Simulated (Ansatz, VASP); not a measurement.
## Ag in VASP and in Ansatz

Contents of INCAR:

```
SYSTEM = Ag
ALGO = Normal ; EDIFF = 1E-8
ENCUT = 520 ; GGA = CA
ISIF = 2 ; ISMEAR = -1
LASPH = .TRUE. ; LCHARG = .FALSE.
LEFG = .TRUE. ; LREAL = .FALSE.
LWAVE = .FALSE. ; NBANDS = 18
NELM = 60 ; PREC = Accurate
SIGMA = 0.05
```

File KPOINTS:

```
k-points
0
G
  14 14 8
  0 0 0
```

File POSCAR:

```
Ag
1.0
    2.9299980804      0.0000000000      0.0000000000
   -1.4649990402      2.5374527707      0.0000000000
    0.0000000000      0.0000000000      4.7421000000
Ag
2
Direct
    0.3333333333      0.6666666667      0.2500000000
    0.6666666667      0.3333333333      0.7500000000
```

Input for Ansatz:

```yaml
crystal:
  lattice:
    - [2.9299980804, 0.0, 0.0]
    - [-1.4649990402, 2.5374527707, 0.0]
    - [0.0, 0.0, 4.7421]
  atoms:
    - { symbol: Ag, position: [0.3333333333, 0.6666666667, 0.25] }
    - { symbol: Ag, position: [0.6666666667, 0.3333333333, 0.75] }
kpoints:
  mp_grid: { grid: [14, 14, 8] }
scf:
  occupations: { method: fermi_dirac, width: 0.05 }
hamiltonian:
  xc: lda
  pseudopotentials: { kind: all_electron, datasets: crystal }
output:
  forces: true
  stress: true
  eigenvalues: true
  efg: { contact_densities: true }
```

Change from the starting cell: zz strain of -1 %, crystal datasets.

Alike in both runs: task electric field gradients; functional LDA; k mesh 14 × 14 × 8; occupations fermi-dirac, width 0.05 eV; no spin polarisation.

|  | VASP | Ansatz |
| --- | --- | --- |
| version | VASP 6.6.1 | Ansatz 0.2.0 |
| potentials or method | VASP PAW LDA potentials, release 64 (Ag), cutoff 520 eV | all-electron PAW with datasets made for the crystal, scalar-relativistic |

```tsv
	VASP	Ansatz	Ansatz less VASP
pressure (GPa)	-9.7	-9.8	-0.15
traceless stress, the component that is largest in VASP (GPa)	0.28	0.29	+0.006
size of Vzz on the site where it differs most (V/Å²)	2.0	3.3	+1.32
```

LDA's correlation is that of Perdew and Zunger in VASP and of Perdew and Wang (1992) in Ansatz. Ansatz ran all-electron here, and VASP with PAW potentials.
